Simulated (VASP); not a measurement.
# InAs (de600) (F-43m) in VASP: notebook

InAs (de600) is run at these levels: LDA; tasks: single point.

Everything below comes from runs of VASP 6.6.1. Logs are shortened: lines on timing, memory, paths and dates and some standing lists are left out, and cuts for length are marked.

## Step 1: The cell of the first run

Symmetry: F-43m, No. 216, cubic system. Conventional cell: a = 6.107 Å, b = 6.107 Å, c = 6.107 Å, α = 90.00°, β = 90.00°, γ = 90.00°. Within 3.5 Å of In (site symmetry -43m) lie 4 As at 2.64 Å. Within 3.5 Å of As (site symmetry -43m) lie 4 In at 2.64 Å.

## Step 2: Single point, LDA

INCAR

```
SYSTEM = InAs
PREC = Accurate ; ENCUT = 520
EDIFF = 1E-6 ; ISMEAR = 0
SIGMA = 0.1 ; LREAL = .FALSE.
LASPH = .TRUE. ; NELM = 80
ALGO = Normal ; ISIF = 2
LWAVE = .FALSE. ; LCHARG = .TRUE.
LELF = .TRUE. ; LVHAR = .TRUE.
NBANDS = 16
```

KPOINTS

```
Automatic mesh
0
G
  6 6 6
  0 0 0
```

POSCAR

```
InAs
1.0
    0.0000000000      3.0535616600      3.0535616600
    3.0535616600      0.0000000000      3.0535616600
    3.0535616600      3.0535616600      0.0000000000
In As
1 1
Direct
    0.2500000000      0.2500000000      0.2500000000
    0.0000000000      0.0000000000      0.0000000000
```

Potentials or basis: VASP PAW LDA potentials, release 64 (In_d, As).

Launch:

```sh
$ cat potpaw_LDA.64/In_d/POTCAR potpaw_LDA.64/As/POTCAR > POTCAR
$ mpirun -np 1 vasp_std > vasp.out
```

OUTCAR:

```text
SYSTEM = InAs
   PREC = Accurate
   ENCUT = 520
   EDIFF = 1E-6
   ISMEAR = 0
   LREAL = .FALSE.
   LASPH = .TRUE.
   NELM = 80
   ISIF = 2

 ion  position               nearest neighbor table
   1  0.250  0.250  0.250-   2 2.64   2 2.64   2 2.64   2 2.64
   2  0.000  0.000  0.000-   1 2.64   1 2.64   1 2.64   1 2.64

  LATTYP: Found a face centered cubic cell.
 ALAT       =     6.1071233200

  Lattice vectors:

 A1 = (   0.0000000000,   3.0535616600,   3.0535616600)
 A2 = (   3.0535616600,   0.0000000000,   3.0535616600)
 A3 = (   3.0535616600,   3.0535616600,   0.0000000000)

Analysis of symmetry for initial positions (statically):
=====================================================================
 Subroutine PRICEL returns:
 Original cell was already a primitive cell.

 Routine SETGRP: Setting up the symmetry group for a
 face centered cubic supercell.

 Subroutine GETGRP returns: Found 24 space group operations
 (whereof 24 operations were pure point group operations)
 out of a pool of 48 trial point group operations.

The static configuration has the point symmetry T_d .

Analysis of symmetry for dynamics (positions and initial velocities):
=====================================================================
 Subroutine PRICEL returns:
 Original cell was already a primitive cell.

 Routine SETGRP: Setting up the symmetry group for a
 face centered cubic supercell.

 Subroutine GETGRP returns: Found 24 space group operations
 (whereof 24 operations were pure point group operations)
 out of a pool of 48 trial point group operations.

The dynamic configuration has the point symmetry T_d .

 Subroutine INISYM returns: Found 24 space group operations
 (whereof 24 operations are pure point group operations),
 and found     1 'primitive' translations

----------------------------------------------------------------------------------------

                                     Primitive cell

  volume of cell :      56.9443

  direct lattice vectors                    reciprocal lattice vectors
     0.000000000  3.053561660  3.053561660    -0.163743214  0.163743214  0.163743214
     3.053561660  0.000000000  3.053561660     0.163743214 -0.163743214  0.163743214
     3.053561660  3.053561660  0.000000000     0.163743214  0.163743214 -0.163743214

  length of vectors
     4.318388313  4.318388313  4.318388313     0.283611566  0.283611566  0.283611566

  position of ions in fractional coordinates (direct lattice)
     0.250000000  0.250000000  0.250000000
     0.000000000  0.000000000  0.000000000

  ion indices of the primitive-cell ions
   primitive index   ion index
                 1           1
                 2           2

----------------------------------------------------------------------------------------

 KPOINTS: Automatic mesh

Automatic generation of k-mesh.
 Grid dimensions read from file:
 generate k-points for:    6    6    6

 Generating k-lattice:

  Cartesian coordinates                     Fractional coordinates (reciprocal lattice)
    -0.027290536  0.027290536  0.027290536     0.166666667  0.000000000  0.000000000
     0.027290536 -0.027290536  0.027290536     0.000000000  0.166666667  0.000000000
     0.027290536  0.027290536 -0.027290536     0.000000000  0.000000000  0.166666667

  Length of vectors
     0.047268594  0.047268594  0.047268594

  Shift w.r.t. Gamma in fractional coordinates (k-lattice)
     0.000000000  0.000000000  0.000000000

 Subroutine IBZKPT returns following result:
 ===========================================

 Found     16 irreducible k-points:

 Following reciprocal coordinates:
            Coordinates               Weight
  0.000000  0.000000  0.000000      1.000000
  0.166667  0.000000  0.000000      8.000000
  0.333333  0.000000  0.000000      8.000000
  0.500000  0.000000  0.000000      4.000000
  0.166667  0.166667  0.000000      6.000000
  0.333333  0.166667  0.000000     24.000000
[... 8 lines left out ...]
 -0.333333  0.333333  0.166667     24.000000
 -0.333333  0.500000  0.166667     12.000000
   k-points           NKPTS =     16   k-points in BZ     NKDIM =     16   number of bands    NBANDS=     16
   number of dos      NEDOS =    301   number of ions     NIONS =      2
   total plane-waves  NPLWV =  32768
   dimension x,y,z NGX =    32 NGY =   32 NGZ =   32
   dimension x,y,z NGXF=    64 NGYF=   64 NGZF=   64
   ions per type =               1   1
   NGX,Y,Z   is equivalent  to a cutoff of  12.32, 12.32, 12.32 a.u.
   NGXF,Y,Z  is equivalent  to a cutoff of  24.64, 24.64, 24.64 a.u.
 SYSTEM =  InAs
   PREC   = accura    normal or accurate (medium, high low for compatibility)
   ISTART =      0    job   : 0-new  1-cont  2-samecut
   ICHARG =      2    charge: 1-file 2-atom 10-const
   ISPIN  =      1    spin polarized calculation?
   LNONCOLLINEAR =      F non collinear calculations
   LSORBIT =      F    spin-orbit coupling
   LASPH  =      T    aspherical Exc in radial PAW
   ENCUT  =  520.0 eV  38.22 Ry    6.18 a.u.   8.03  8.03  8.03*2*pi/ulx,y,z
   NELM   =     80;   NELMIN=  2; NELMDL= -5     # of ELM steps
   EDIFF  = 0.1E-05   stopping-criterion for ELM
   LREAL  =      F    real-space projection
   EDIFFG = 0.1E-04   stopping-criterion for IOM
   NSW    =      0    number of steps for IOM
   IBRION =     -1    ionic relax: 0-MD 1-quasi-New 2-CG
   NFREE  =      0    steps in history (QN), initial steepest desc. (CG)
   ISIF   =      2    stress and relaxation
   ISYM   =      2    0-nonsym 1-usesym 2-fastsym
   POTIM  = 0.5000    time-step for ionic-motion
   TEBEG  =    0.0;   TEEND  =   0.0 temperature during run
   PSTRESS=    0.0 pullay stress
   NELECT =      18.0000    total number of electrons
   NUPDOWN=      -1.0000    fix difference up-down
   EMIN   =  10.00;   EMAX   =-10.00  energy-range for DOS
   EFERMI =   0.00;   METHOD = LEGACY
   ISMEAR =     0;   SIGMA  =   0.10  broadening in eV -4-tet -1-fermi 0-gaus
   EFERMI_NEDOS =   21; number of points for ismear=-14 and -15
   IALGO  =     38    algorithm
   IMIX   =      4    mixing-type and parameters
     AMIX     =   0.40;   BMIX     =  1.00
     AMIX_MAG =   1.60;   BMIX_MAG =  1.00
  volume/ion in A,a.u.               =      28.47       192.14
  Fermi-wavevector in a.u.,A,eV,Ry     =   1.115190  2.107404 16.920877  1.243649
  Thomas-Fermi vector in A             =   2.251793
   LORBIT       =      0    0 simple, 1 ext, 2 COOP (PROOUT), +10 PAW based schemes
   GGA     = CA    functional components
   LHFCALC =     F    Hartree Fock is set to
   AEXX    =    0.0000 exact exchange contribution
   IVDW    =     0    specifies the selected vdW correction
   LEPSILON=     F    determine dielectric tensor
   LRPA    =     F    only Hartree local field effects (RPA)
 non-spin polarized calculation
 Gauss-broadening in eV      SIGMA  =   0.10
  energy-cutoff  :      520.00
  volume of cell :       56.94
 maximum number of plane-waves:      1544
   NGX = 17   NGY = 17   NGZ = 17

 number of electron      17.9999995 magnetization

 Free energy of the ion-electron system (eV)
  ---------------------------------------------------
  ext. energy  EPLUGINS =         0.00000000
  ---------------------------------------------------
  free energy    TOTEN  =        -8.99703388 eV

  energy without entropy =       -8.99631965  energy(sigma->0) =       -8.99667677

 E-fermi :   4.0764     XC(G=0):  -9.2842

 val. band max:        4.0459232285   @ k =   0.0000   0.0000   0.0000
 cond. band min:       4.7848849934   @ k =   0.5000   0.0000   0.0000
 fundamental gap:      0.7389617649
 Fermi energy:         4.0763812574

 k-point     1 :       0.0000    0.0000    0.0000
  band No.  band energies     occupation
      1     -10.2593      2.00000
      2     -10.2593      2.00000
      3     -10.2593      2.00000
      4     -10.1431      2.00000
      5     -10.1431      2.00000
      6      -7.6810      2.00000
[... 8 lines left out ...]
     15      13.6790      0.00000
     16      13.6790      0.00000

 k-point     2 :       0.1667    0.0000    0.0000
  band No.  band energies     occupation
      1     -10.2901      2.00000
      2     -10.2504      2.00000
      3     -10.2504      2.00000
      4     -10.1432      2.00000
      5     -10.1432      2.00000
      6      -7.4119      2.00000
[... 8 lines left out ...]
     15      12.5694      0.00000
     16      12.5694      0.00000

 k-point     3 :       0.3333    0.0000    0.0000
  band No.  band energies     occupation
      1     -10.3464      2.00000
      2     -10.2358      2.00000
      3     -10.2358      2.00000
      4     -10.1397      2.00000
      5     -10.1397      2.00000
      6      -6.7454      2.00000
[... 8 lines left out ...]
     15      13.0143      0.00000
     16      13.0143      0.00000

 k-point     4 :       0.5000    0.0000    0.0000
  band No.  band energies     occupation
      1     -10.3726      2.00000
      2     -10.2305      2.00000
      3     -10.2305      2.00000
      4     -10.1359      2.00000
      5     -10.1359      2.00000
      6      -6.2903      2.00000
[... 8 lines left out ...]
     15      14.6246      0.00000
     16      14.6246      0.00000
[... 172 lines left out ...]
 k-point    14 :       0.5000    0.3333    0.1667
  band No.  band energies     occupation
      1     -10.3850      2.00000
      2     -10.2192      2.00000
      3     -10.2077      2.00000
      4     -10.1569      2.00000
      5     -10.1327      2.00000
      6      -6.2415      2.00000
[... 8 lines left out ...]
     15      14.4017      0.00000
     16      15.7276      0.00000

 k-point    15 :      -0.3333    0.3333    0.1667
  band No.  band energies     occupation
      1     -10.3965      2.00000
      2     -10.2189      2.00000
      3     -10.2000      2.00000
      4     -10.1533      2.00000
      5     -10.1361      2.00000
      6      -5.8935      2.00000
[... 8 lines left out ...]
     15      14.6542      0.00000
     16      15.6098      0.00000

 k-point    16 :      -0.3333    0.5000    0.1667
  band No.  band energies     occupation
      1     -10.4118      2.00000
      2     -10.2067      2.00000
      3     -10.1902      2.00000
      4     -10.1634      2.00000
      5     -10.1308      2.00000
      6      -5.7428      2.00000
[... 8 lines left out ...]
     15      15.4620      0.00000
     16      15.6368      0.00000

------------------------ aborting loop because EDIFF is reached ----------------------------------------

  FORCE on cell =-STRESS in cart. coord.  units (eV):
  Direction    XX          YY          ZZ          XY          YZ          ZX
  --------------------------------------------------------------------------------------
  -------------------------------------------------------------------------------------
  Total       -0.7145552     -0.7145552     -0.7145552      0.0000000     -0.0000000      0.0000000
  in kB      -20.1046394    -20.1046394    -20.1046394      0.0000000     -0.0000000      0.0000000
  external PRESSURE =     -20.1046394 kB  Pullay stress =       0.0000000 kB

 VOLUME and BASIS-vectors are now :
 -----------------------------------------------------------------------------
  energy-cutoff  :      520.00
  volume of cell :       56.94
      direct lattice vectors                 reciprocal lattice vectors
     0.000000000  3.053561660  3.053561660    -0.163743214  0.163743214  0.163743214
     3.053561660  0.000000000  3.053561660     0.163743214 -0.163743214  0.163743214
     3.053561660  3.053561660  0.000000000     0.163743214  0.163743214 -0.163743214

 POSITION                                       TOTAL-FORCE (eV/Angst)
 -----------------------------------------------------------------------------------
      1.52678      1.52678      1.52678        -0.000000     -0.000000     -0.000000
      0.00000      0.00000      0.00000         0.000000      0.000000      0.000000
 -----------------------------------------------------------------------------------
    total drift:                                0.000000      0.000000     -0.000000

  FREE ENERGIE OF THE ION-ELECTRON SYSTEM (eV)
  ---------------------------------------------------
  free  energy   TOTEN  =        -8.9970338839 eV

  energy  without entropy=       -8.9963196536  energy(sigma->0) =       -8.99667677
```

Wall time 11 s (1 thread of Intel Xeon 6975P-C, shared host); peak memory 0.16 GiB.

Results:

```yaml
Free_energy: -8.9970 eV
Pressure: -2.0 GPa
Band_gap_on_the_k_mesh: zero (filled and empty bands touch)
```

Caveat: spin-orbit coupling is left out, which moves the levels of the heavy elements.

## Step 3: Single point, LDA

This run uses another cell than the first one, of 27.35 Å³/atom, 0.961 times its volume.

INCAR

```
PREC     = Accurate       # precision mode
ENCUT    = 520            # plane-wave cutoff, eV
EDIFF    = 1E-6           # SCF threshold, eV
ISMEAR   = 0              # smearing method
SIGMA    = 0.1            # smearing width, eV
LREAL    = False          # projectors in reciprocal space
LASPH    = True           # aspherical terms in the spheres
NELM     = 60             # most SCF steps
ALGO     = Normal         # electronic algorithm
ISIF     = 2              # what is computed and relaxed
LWAVE    = False          # write WAVECAR
LCHARG   = True           # write CHGCAR
GGA      = CA             # functional
LELF     = True           # ELF
LVHAR    = True         
NBANDS   = 16             # bands
```

KPOINTS

```
regular mesh
0
Gamma
  10 10 10
```

POSCAR

```
InAs
1.0
    0.0000000000      3.0129697702      3.0129697702
    3.0129697702      0.0000000000      3.0129697702
    3.0129697702      3.0129697702      0.0000000000
In As
1 1
Direct
    0.2500000000      0.2500000000      0.2500000000
    0.0000000000      0.0000000000      0.0000000000
```

Potentials or basis: VASP PAW LDA potentials, release 64 (In_d, As).

Launch:

```sh
$ cat potpaw_LDA.64/In_d/POTCAR potpaw_LDA.64/As/POTCAR > POTCAR
$ mpirun -np 1 vasp_std > vasp.out
```

OUTCAR:

```text
PREC = Accurate
   ENCUT = 520
   EDIFF = 1E-6
   ISMEAR = 0
   LREAL = False
   LASPH = True
   NELM = 60
   ISIF = 2
   GGA = CA

 ion  position               nearest neighbor table
   1  0.250  0.250  0.250-   2 2.61   2 2.61   2 2.61   2 2.61
   2  0.000  0.000  0.000-   1 2.61   1 2.61   1 2.61   1 2.61

  LATTYP: Found a face centered cubic cell.
 ALAT       =     6.0259395404

  Lattice vectors:

 A1 = (   0.0000000000,   3.0129697702,   3.0129697702)
 A2 = (   3.0129697702,   0.0000000000,   3.0129697702)
 A3 = (   3.0129697702,   3.0129697702,   0.0000000000)

Analysis of symmetry for initial positions (statically):
=====================================================================
 Subroutine PRICEL returns:
 Original cell was already a primitive cell.

 Routine SETGRP: Setting up the symmetry group for a
 face centered cubic supercell.

 Subroutine GETGRP returns: Found 24 space group operations
 (whereof 24 operations were pure point group operations)
 out of a pool of 48 trial point group operations.

The static configuration has the point symmetry T_d .

Analysis of symmetry for dynamics (positions and initial velocities):
[... 159 lines left out ...]
 E-fermi :   4.4858     XC(G=0):  -9.4571

 val. band max:        4.4454417355   @ k =   0.0000   0.0000   0.0000
 cond. band min:       5.2754457870   @ k =   0.5000   0.0000   0.0000
 fundamental gap:      0.8300040515
 Fermi energy:         4.4857638427

 k-point     1 :       0.0000    0.0000    0.0000
  band No.  band energies     occupation
      1      -9.9335      2.00000
      2      -9.9335      2.00000
      3      -9.9335      2.00000
      4      -9.8005      2.00000
      5      -9.8005      2.00000
      6      -7.5372      2.00000
[... 433 lines left out ...]
      3      -9.8678      2.00000
      4      -9.8291      2.00000
      5      -9.7824      2.00000
      6      -6.0407      2.00000
[... 8 lines left out ...]
     15      15.5777      0.00000
     16      16.4435      0.00000

 [... further k-points ...]

------------------------ aborting loop because EDIFF is reached ----------------------------------------

  FORCE on cell =-STRESS in cart. coord.  units (eV):
  Direction    XX          YY          ZZ          XY          YZ          ZX
  --------------------------------------------------------------------------------------
  -------------------------------------------------------------------------------------
  Total        0.0514940      0.0514940      0.0514940      0.0000000      0.0000000     -0.0000000
  in kB        1.5081778      1.5081778      1.5081778      0.0000000      0.0000000     -0.0000000
  external PRESSURE =       1.5081778 kB  Pullay stress =       0.0000000 kB

 VOLUME and BASIS-vectors are now :
 -----------------------------------------------------------------------------
  energy-cutoff  :      520.00
  volume of cell :       54.70
      direct lattice vectors                 reciprocal lattice vectors
     0.000000000  3.012969770  3.012969770    -0.165949226  0.165949226  0.165949226
     3.012969770  0.000000000  3.012969770     0.165949226 -0.165949226  0.165949226
     3.012969770  3.012969770  0.000000000     0.165949226  0.165949226 -0.165949226

 POSITION                                       TOTAL-FORCE (eV/Angst)
 -----------------------------------------------------------------------------------
      1.50648      1.50648      1.50648        -0.000000     -0.000000     -0.000000
      0.00000      0.00000      0.00000         0.000000      0.000000      0.000000
 -----------------------------------------------------------------------------------
    total drift:                                0.000000      0.000000      0.000000

  FREE ENERGIE OF THE ION-ELECTRON SYSTEM (eV)
  ---------------------------------------------------
  free  energy   TOTEN  =        -9.0290176397 eV

  energy  without entropy=       -9.0288145040  energy(sigma->0) =       -9.02891607
```

Run time: 28 s. Hardware: 1 thread of Intel Xeon 6975P-C, shared host; peak memory 0.18 GiB.

What came out:

- Free energy: -9.0290 eV
- Pressure: 0.2 GPa
- Band gap on the k mesh: zero (filled and empty bands touch)

Caveat: spin-orbit coupling is left out, which moves the levels of the heavy elements.
